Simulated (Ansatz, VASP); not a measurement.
Al3N: VASP beside Ansatz

```xyz
4
Lattice="3.0602 0.0000 0.0000 -1.5301 2.6502 0.0000 0.0000 0.0000 7.0280" Properties=species:S:1:pos:R:3 pbc="T T T"
Al    0.0000    0.0000   -0.0109
Al    0.0000    1.7668    2.5831
Al    1.5301    0.8834    4.6674
N     0.0000    1.7668    0.6809
```

Alike in both runs: functional PBE; k mesh 7 × 7 × 3; occupations gaussian, width 0.2 eV; no spin polarisation.

Ansatz relaxed the structure, and its values are those at the end. VASP's run is a single point on that final structure, the one shown.

|  | VASP | Ansatz |
| --- | --- | --- |
| version | VASP 6.6.1 | Ansatz 0.2.0 |
| potentials or method | VASP PAW PBE potentials, release 64 (Al, N), cutoff 600 eV | scalar-relativistic, plane waves, PAW |
| valence electrons in the cell | 14 | 14 |

```csv
,VASP,Ansatz,Ansatz less VASP
gap on the k mesh at the Fermi level (eV),none,none,-
pressure (GPa),-0.1,0.1,+0.14
rms of the force components (eV/Å),0.002,0.006,+0.0044
```

A gap of «none» marks a metal or a gap that the smearing closes. The functional is the same, so the differences come from potentials, cutoffs and numerics.
